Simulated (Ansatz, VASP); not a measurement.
## Zr3Sb4 in VASP and in Ansatz

The input INCAR:

```
  PREC = Accurate
  ENCUT = 520
  EDIFF = 1E-7
  ISMEAR = 0
  SIGMA = 0.1
  LREAL = False
  LASPH = True
  NELM = 60
  ALGO = Normal
  ISIF = 2
  LWAVE = False
  LCHARG = True
  GGA = PE
  LELF = True
  LVHAR = True
  NBANDS = 37
```

Contents of KPOINTS:

```
regular mesh
0
Gamma
  2 2 2
```

POSCAR

```
Zr3Sb4
1.0
    6.2902099132      0.0000000000      0.0000000000
    0.0000000000      6.2902099132      0.0000000000
    0.0000000000      0.0000000000      6.2902099132
Zr Sb
3 4
Direct
    0.0000000000      0.0000000000      0.5000000000
    0.5000000000      0.0000000000      0.0000000000
    0.0000000000      0.5000000000      0.0000000000
    0.2744381441      0.7255618559      0.2744381441
    0.7255618559      0.2744381441      0.2744381441
    0.2744381441      0.2744381441      0.7255618559
    0.7255618559      0.7255618559      0.7255618559
```

Input for Ansatz:

```yaml
crystal:
  lattice:
    - [6.2902099132, 0.0, 0.0]
    - [0.0, 6.2902099132, 0.0]
    - [0.0, 0.0, 6.2902099132]
  atoms:
    - { symbol: Zr, position: [0.0, 0.0, 0.5] }
    - { symbol: Zr, position: [0.5, 0.0, 0.0] }
    - { symbol: Zr, position: [0.0, 0.5, 0.0] }
    - { symbol: Sb, position: [0.2744381441, 0.7255618559, 0.2744381441] }
    - { symbol: Sb, position: [0.7255618559, 0.2744381441, 0.2744381441] }
    - { symbol: Sb, position: [0.2744381441, 0.2744381441, 0.7255618559] }
    - { symbol: Sb, position: [0.7255618559, 0.7255618559, 0.7255618559] }
basis:
  ecutwfc: 420
kpoints:
  mp_grid: { grid: [2, 2, 2] }
hamiltonian:
  xc: pbe
scf:
  occupations: { method: gaussian, width: 0.1 }
  lower_state_search: "off"
output:
  forces: true
  stress: true
  eigenvalues: true
```

Alike in both runs: task single point; functional PBE; k mesh 2 × 2 × 2; occupations gaussian, width 0.1 eV; no spin polarisation.

|  | VASP | Ansatz |
| --- | --- | --- |
| version | VASP 6.6.1 | Ansatz 0.2.0 |
| potentials or method | VASP PAW PBE potentials, release 64 (Zr_sv, Sb), cutoff 520 eV | scalar-relativistic, plane waves, PAW |
| valence electrons in the cell | 56 | 96 |

|  | VASP | Ansatz | Ansatz less VASP |
| --- | --- | --- | --- |
| gap on the k mesh at the Fermi level (eV) | 0.81 | 0.82 | +0.007 |
| least direct gap on the mesh (eV) | 0.88 | 0.88 | +0.004 |
| pressure (GPa) | -0.1 | -0.1 | -0.03 |
| rms of the force components (eV/Å) | 0.006 | 0.001 | -0.0055 |

Atom by atom the forces differ by 0.005 eV/Å (rms over components). VASP's potentials hold 56 valence electrons a cell and Ansatz's 96, so a difference there can come from the potentials and not from the codes.

The k mesh is coarse, so the values compare programs but aren't converged. Neither program's run includes spin-orbit coupling.
